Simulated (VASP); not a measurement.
# BaC2 (R-3m) in VASP: notebook

Runs on BaC2. Level: LDA. Tasks: single point.

Program: VASP 6.6.1. These are calculated values, not measurements. Logs are shortened: lines on timing, memory, paths and dates and some standing lists are left out, and cuts for length are marked.

### Step 1. The cell of the first run

It takes space group R-3m (No. 166, trigonal). Conventional cell: a = 4.929 Å, b = 4.929 Å, c = 8.422 Å, α = 90.00°, β = 90.00°, γ = 120.00°. Within 3.9 Å of Ba (site symmetry -3m) lie 14 C at 2.93 to 3.55 Å. C (site symmetry 3m) has 1 C at 1.43 Å within 1.9 Å.

### Step 2. Single point, LDA

INCAR reads:

```
SYSTEM = BaC2
ALGO = Normal ; EDIFF = 1E-7
ENCUT = 520 ; ISIF = 2
ISMEAR = 0 ; LASPH = .True.
LCHARG = .False. ; LREAL = .False.
LWAVE = .False. ; NBANDS = 16
NELM = 60 ; PREC = Accurate
SIGMA = 0.05
```

KPOINTS reads:

```
k-points
0
Gamma
  9 9 9
  0 0 0
```

POSCAR reads:

```
BaC2
1.0
    2.4644014922      1.4228228649      2.8072454199
   -2.4644014922      1.4228228649      2.8072454199
    0.0000000000     -2.8456457298      2.8072454199
Ba C
1 2
Direct
    0.0000000000      0.0000000000      0.0000000000
    0.5849370000      0.5849370000      0.5849370000
    0.4150630000      0.4150630000      0.4150630000
```

Potentials or basis: VASP PAW LDA potentials, release 64 (Ba_sv, C).

Command:

```console
> cat potpaw_LDA.64/Ba_sv/POTCAR potpaw_LDA.64/C/POTCAR > POTCAR
> mpirun -np 1 vasp_std > vasp.out
```

OUTCAR:

```text
SYSTEM = BaC2
   EDIFF = 1E-7
   ENCUT = 520
   ISIF = 2
   ISMEAR = 0
   LASPH = .True.
   LREAL = .False.
   NELM = 60
   PREC = Accurate

 ion  position               nearest neighbor table
   1  0.000  0.000  0.000-   2 2.93   3 2.93   2 2.93   2 2.93   3 2.93   3 2.93
   2  0.585  0.585  0.585-   3 1.43   1 2.93   1 2.93   1 2.93
   3  0.415  0.415  0.415-   2 1.43   1 2.93   1 2.93   1 2.93

  LATTYP: Found a trigonal (rhomboedric) cell.
 ALAT       =     3.9972898903
 COS(alpha) =     0.2398109117

  Lattice vectors:

 A1 = (   2.4644014922,   1.4228228649,   2.8072454199)
 A2 = (  -2.4644014922,   1.4228228649,   2.8072454199)
 A3 = (   0.0000000000,  -2.8456457298,   2.8072454199)

Analysis of symmetry for initial positions (statically):
=====================================================================
 Subroutine PRICEL returns:
 Original cell was already a primitive cell.

 Routine SETGRP: Setting up the symmetry group for a
 trigonal (rhombohedral) supercell.

 Subroutine GETGRP returns: Found 12 space group operations
 (whereof 12 operations were pure point group operations)
 out of a pool of 12 trial point group operations.

The static configuration has the point symmetry D_3d.

Analysis of symmetry for dynamics (positions and initial velocities):
=====================================================================
 Subroutine PRICEL returns:
 Original cell was already a primitive cell.

 Routine SETGRP: Setting up the symmetry group for a
 trigonal (rhombohedral) supercell.

 Subroutine GETGRP returns: Found 12 space group operations
 (whereof 12 operations were pure point group operations)
 out of a pool of 12 trial point group operations.

The dynamic configuration has the point symmetry D_3d.

 Subroutine INISYM returns: Found 12 space group operations
 (whereof 12 operations are pure point group operations),
 and found     1 'primitive' translations

----------------------------------------------------------------------------------------

                                     Primitive cell

  volume of cell :      59.0601

  direct lattice vectors                    reciprocal lattice vectors
     2.464401492  1.422822865  2.807245420     0.202889019  0.117138029  0.118740361
    -2.464401492  1.422822865  2.807245420    -0.202889019  0.117138029  0.118740361
     0.000000000 -2.845645730  2.807245420     0.000000000 -0.234276059  0.118740361

  length of vectors
     3.997289890  3.997289890  3.997289890     0.262649091  0.262649091  0.262649091

  position of ions in fractional coordinates (direct lattice)
     0.000000000  0.000000000  0.000000000
     0.584937000  0.584937000  0.584937000
     0.415063000  0.415063000  0.415063000

  ion indices of the primitive-cell ions
   primitive index   ion index
                 1           1
                 2           2
                 3           3

----------------------------------------------------------------------------------------

 KPOINTS: k-points

Automatic generation of k-mesh.
 Grid dimensions read from file:
 generate k-points for:    9    9    9

 Generating k-lattice:

  Cartesian coordinates                     Fractional coordinates (reciprocal lattice)
     0.022543224  0.013015337  0.013193373     0.111111111  0.000000000  0.000000000
    -0.022543224  0.013015337  0.013193373     0.000000000  0.111111111  0.000000000
     0.000000000 -0.026030673  0.013193373     0.000000000  0.000000000  0.111111111

  Length of vectors
     0.029183232  0.029183232  0.029183232

  Shift w.r.t. Gamma in fractional coordinates (k-lattice)
     0.000000000  0.000000000  0.000000000

 Subroutine IBZKPT returns following result:
 ===========================================

 Found     85 irreducible k-points:

 Following reciprocal coordinates:
            Coordinates               Weight
  0.000000  0.000000  0.000000      1.000000
  0.111111 -0.000000  0.000000      6.000000
  0.222222  0.000000  0.000000      6.000000
  0.333333  0.000000  0.000000      6.000000
  0.444444  0.000000  0.000000      6.000000
  0.111111  0.111111  0.000000      6.000000
[... 16 lines left out ...]
 -0.333333  0.333333  0.000000      6.000000
  0.444444  0.444444  0.000000      6.000000
 [... further k-points ...]
   k-points           NKPTS =     85   k-points in BZ     NKDIM =     85   number of bands    NBANDS=     16
   number of dos      NEDOS =    301   number of ions     NIONS =      3
   total plane-waves  NPLWV =  27000
   dimension x,y,z NGX =    30 NGY =   30 NGZ =   30
   dimension x,y,z NGXF=    60 NGYF=   60 NGZF=   60
   ions per type =               1   2
   NGX,Y,Z   is equivalent  to a cutoff of  12.48, 12.48, 12.48 a.u.
   NGXF,Y,Z  is equivalent  to a cutoff of  24.95, 24.95, 24.95 a.u.
 SYSTEM =  BaC2
   PREC   = accura    normal or accurate (medium, high low for compatibility)
   ISTART =      0    job   : 0-new  1-cont  2-samecut
   ICHARG =      2    charge: 1-file 2-atom 10-const
   ISPIN  =      1    spin polarized calculation?
   LNONCOLLINEAR =      F non collinear calculations
   LSORBIT =      F    spin-orbit coupling
   LASPH  =      T    aspherical Exc in radial PAW
   ENCUT  =  520.0 eV  38.22 Ry    6.18 a.u.   7.43  7.43  7.43*2*pi/ulx,y,z
   NELM   =     60;   NELMIN=  2; NELMDL= -5     # of ELM steps
   EDIFF  = 0.1E-06   stopping-criterion for ELM
   LREAL  =      F    real-space projection
   EDIFFG = 0.1E-05   stopping-criterion for IOM
   NSW    =      0    number of steps for IOM
   IBRION =     -1    ionic relax: 0-MD 1-quasi-New 2-CG
   NFREE  =      0    steps in history (QN), initial steepest desc. (CG)
   ISIF   =      2    stress and relaxation
   ISYM   =      2    0-nonsym 1-usesym 2-fastsym
   POTIM  = 0.5000    time-step for ionic-motion
   TEBEG  =    0.0;   TEEND  =   0.0 temperature during run
   PSTRESS=    0.0 pullay stress
   NELECT =      18.0000    total number of electrons
   NUPDOWN=      -1.0000    fix difference up-down
   EMIN   =  10.00;   EMAX   =-10.00  energy-range for DOS
   EFERMI =   0.00;   METHOD = LEGACY
   ISMEAR =     0;   SIGMA  =   0.05  broadening in eV -4-tet -1-fermi 0-gaus
   EFERMI_NEDOS =   21; number of points for ismear=-14 and -15
   IALGO  =     38    algorithm
   IMIX   =      4    mixing-type and parameters
     AMIX     =   0.40;   BMIX     =  1.00
     AMIX_MAG =   1.60;   BMIX_MAG =  1.00
  volume/ion in A,a.u.               =      19.69       132.85
  Fermi-wavevector in a.u.,A,eV,Ry     =   1.101711  2.081932 16.514305  1.213767
  Thomas-Fermi vector in A             =   2.238143
   LORBIT       =      0    0 simple, 1 ext, 2 COOP (PROOUT), +10 PAW based schemes
   GGA     = CA    functional components
   LHFCALC =     F    Hartree Fock is set to
   AEXX    =    0.0000 exact exchange contribution
   IVDW    =     0    specifies the selected vdW correction
   LEPSILON=     F    determine dielectric tensor
   LRPA    =     F    only Hartree local field effects (RPA)
 non-spin polarized calculation
 Gauss-broadening in eV      SIGMA  =   0.05
  energy-cutoff  :      520.00
  volume of cell :       59.06
 maximum number of plane-waves:      1606
 NGX is ok and might be reduce to    30
   NGX = 15   NGY = 15   NGZ = 15

 number of electron      17.9999998 magnetization

 Free energy of the ion-electron system (eV)
  ---------------------------------------------------
  ext. energy  EPLUGINS =         0.00000000
  ---------------------------------------------------
  free energy    TOTEN  =       -20.82481452 eV

  energy without entropy =      -20.82481452  energy(sigma->0) =      -20.82481452

 E-fermi :   1.8363     XC(G=0):  -9.7874

 val. band max:        1.5873170223   @ k =  -0.3333   0.4444   0.3333
 cond. band min:       2.7221622846   @ k =   0.0000   0.0000   0.0000
 fundamental gap:      1.1348452623
 Fermi energy:         1.8363032837

 k-point     1 :       0.0000    0.0000    0.0000
  band No.  band energies     occupation
      1     -24.8377      2.00000
      2     -10.1160      2.00000
      3      -9.8315      2.00000
      4      -9.8315      2.00000
      5      -9.7025      2.00000
      6      -1.3779      2.00000
[... 8 lines left out ...]
     15      10.7277      0.00000
     16      11.0062      0.00000

 k-point     2 :       0.1111   -0.0000    0.0000
  band No.  band energies     occupation
      1     -24.8294      2.00000
      2     -10.4777      2.00000
      3      -9.8236      2.00000
      4      -9.7217      2.00000
      5      -9.4780      2.00000
      6      -1.6083      2.00000
[... 8 lines left out ...]
     15      10.5024      0.00000
     16      11.3438      0.00000

 k-point     3 :       0.2222    0.0000    0.0000
  band No.  band energies     occupation
      1     -24.8085      2.00000
      2     -10.9183      2.00000
      3      -9.8033      2.00000
      4      -9.7440      2.00000
      5      -9.0759      2.00000
      6      -2.1040      2.00000
[... 8 lines left out ...]
     15      10.2280      0.00000
     16      10.7055      0.00000

 k-point     4 :       0.3333    0.0000    0.0000
  band No.  band energies     occupation
      1     -24.7845      2.00000
      2     -11.2670      2.00000
      3      -9.7799      2.00000
      4      -9.7672      2.00000
      5      -8.7580      2.00000
      6      -2.5780      2.00000
[... 8 lines left out ...]
     15      10.0144      0.00000
     16      10.2939      0.00000

 k-point     5 :       0.4444    0.0000    0.0000
  band No.  band energies     occupation
      1     -24.7687      2.00000
      2     -11.4592      2.00000
      3      -9.7806      2.00000
      4      -9.7644      2.00000
      5      -8.5785      2.00000
      6      -2.8566      2.00000
[... 8 lines left out ...]
     15       9.7163      0.00000
     16       9.8585      0.00000

 k-point     6 :       0.1111    0.1111    0.0000
  band No.  band energies     occupation
      1     -24.8229      2.00000
      2     -10.4806      2.00000
      3      -9.8937      2.00000
      4      -9.7540      2.00000
      5      -9.4117      2.00000
      6      -1.7964      2.00000
[... 8 lines left out ...]
     15      10.5837      0.00000
     16      11.5767      0.00000

 k-point     7 :       0.2222    0.1111   -0.0000
  band No.  band energies     occupation
      1     -24.8032      2.00000
      2     -10.7991      2.00000
      3      -9.8834      2.00000
      4      -9.7643      2.00000
      5      -9.1687      2.00000
      6      -2.1745      2.00000
[... 8 lines left out ...]
     15      10.5600      0.00000
     16      10.9467      0.00000

 k-point     8 :       0.3333    0.1111   -0.0000
  band No.  band energies     occupation
      1     -24.7796      2.00000
      2     -11.1442      2.00000
      3      -9.8411      2.00000
      4      -9.7834      2.00000
      5      -8.9142      2.00000
      6      -2.5493      2.00000
[... 8 lines left out ...]
     15      10.1235      0.00000
     16      10.5865      0.00000

 k-point     9 :       0.4444    0.1111    0.0000
  band No.  band energies     occupation
      1     -24.7629      2.00000
      2     -11.3661      2.00000
      3      -9.8484      2.00000
      4      -9.7847      2.00000
      5      -8.7138      2.00000
      6      -2.7647      2.00000
[... 8 lines left out ...]
     15       9.4944      0.00000
     16       9.9466      0.00000
[... 172 lines left out ...]
 k-point    19 :      -0.2222    0.2222    0.0000
  band No.  band energies     occupation
      1     -24.7785      2.00000
      2     -11.1147      2.00000
      3     -10.1289      2.00000
      4      -9.7406      2.00000
      5      -8.7411      2.00000
      6      -2.1534      2.00000
[... 8 lines left out ...]
     15       9.6760      0.00000
     16       9.9522      0.00000

 k-point    20 :       0.3333    0.3333    0.0000
  band No.  band energies     occupation
      1     -24.7425      2.00000
      2     -10.8241      2.00000
      3     -10.2106      2.00000
      4      -9.8398      2.00000
      5      -9.3164      2.00000
      6      -2.4004      2.00000
[... 8 lines left out ...]
     15       9.0343      0.00000
     16      10.4678      0.00000

 k-point    21 :       0.4444    0.3333    0.0000
  band No.  band energies     occupation
      1     -24.7276      2.00000
      2     -10.8597      2.00000
      3     -10.2759      2.00000
      4      -9.8215      2.00000
      5      -9.3874      2.00000
      6      -2.3564      2.00000
[... 8 lines left out ...]
     15       9.2272      0.00000
     16      10.1661      0.00000

 k-point    22 :      -0.4444    0.3333   -0.0000
  band No.  band energies     occupation
      1     -24.7255      2.00000
      2     -10.9270      2.00000
      3     -10.4212      2.00000
      4      -9.7683      2.00000
      5      -9.2113      2.00000
      6      -2.3146      2.00000
[... 8 lines left out ...]
     15       9.4404      0.00000
     16       9.7690      0.00000

 k-point    23 :      -0.3333    0.3333    0.0000
  band No.  band energies     occupation
      1     -24.7371      2.00000
      2     -11.0431      2.00000
      3     -10.4191      2.00000
      4      -9.7481      2.00000
      5      -8.9398      2.00000
      6      -2.2873      2.00000
[... 8 lines left out ...]
     15       8.8617      0.00000
     16       9.3857      0.00000

 k-point    24 :       0.4444    0.4444    0.0000
  band No.  band energies     occupation
      1     -24.7145      2.00000
      2     -10.6746      2.00000
      3     -10.3137      2.00000
      4      -9.8651      2.00000
      5      -9.6898      2.00000
      6      -2.2522      2.00000
[... 8 lines left out ...]
     15       9.5970      0.00000
     16      10.3302      0.00000

 [... further k-points ...]

------------------------ aborting loop because EDIFF is reached ----------------------------------------

  FORCE on cell =-STRESS in cart. coord.  units (eV):
  Direction    XX          YY          ZZ          XY          YZ          ZX
  --------------------------------------------------------------------------------------
  -------------------------------------------------------------------------------------
  Total       -0.1512977     -0.1512977    -12.3966101      0.0000000      0.0000000      0.0000000
  in kB       -4.1043922     -4.1043922   -336.2943667      0.0000000      0.0000000      0.0000000
  external PRESSURE =    -114.8343837 kB  Pullay stress =       0.0000000 kB

 VOLUME and BASIS-vectors are now :
 -----------------------------------------------------------------------------
  energy-cutoff  :      520.00
  volume of cell :       59.06
      direct lattice vectors                 reciprocal lattice vectors
     2.464401492  1.422822865  2.807245420     0.202889019  0.117138029  0.118740361
    -2.464401492  1.422822865  2.807245420    -0.202889019  0.117138029  0.118740361
     0.000000000 -2.845645730  2.807245420     0.000000000 -0.234276059  0.118740361

 POSITION                                       TOTAL-FORCE (eV/Angst)
 -----------------------------------------------------------------------------------
      0.00000      0.00000      0.00000        -0.000000      0.000000      0.000000
      0.00000      0.00000      4.92619         0.000000     -0.000000     -7.490713
      0.00000      0.00000      3.49555         0.000000      0.000000      7.490713
 -----------------------------------------------------------------------------------
    total drift:                                0.000000     -0.000000     -0.000000

  FREE ENERGIE OF THE ION-ELECTRON SYSTEM (eV)
  ---------------------------------------------------
  free  energy   TOTEN  =       -20.8248145250 eV

  energy  without entropy=      -20.8248145250  energy(sigma->0) =      -20.82481452
```

Wall time 2 min (1 thread of AMD EPYC 7R13, shared host); peak memory 0.18 GiB.

Results:

```
Free energy            : -20.8248 eV
Pressure               : -11.5 GPa
Largest force          : 7.491 eV/Å
Band gap on the k mesh : 1.13 eV, indirect (least direct gap 1.48 eV)
```

Forces on the atoms (eV/Å):
```
Ba   0.000  0.000  0.000
C    0.000  0.000 -7.491
C    0.000  0.000  7.491
```

Caveat: spin-orbit coupling is left out, which moves the levels of the heavy elements; forces of over 1 eV/Å act on the atoms, so gaps and moduli don't describe the material at rest.

(Continued in part 2 of 3.)
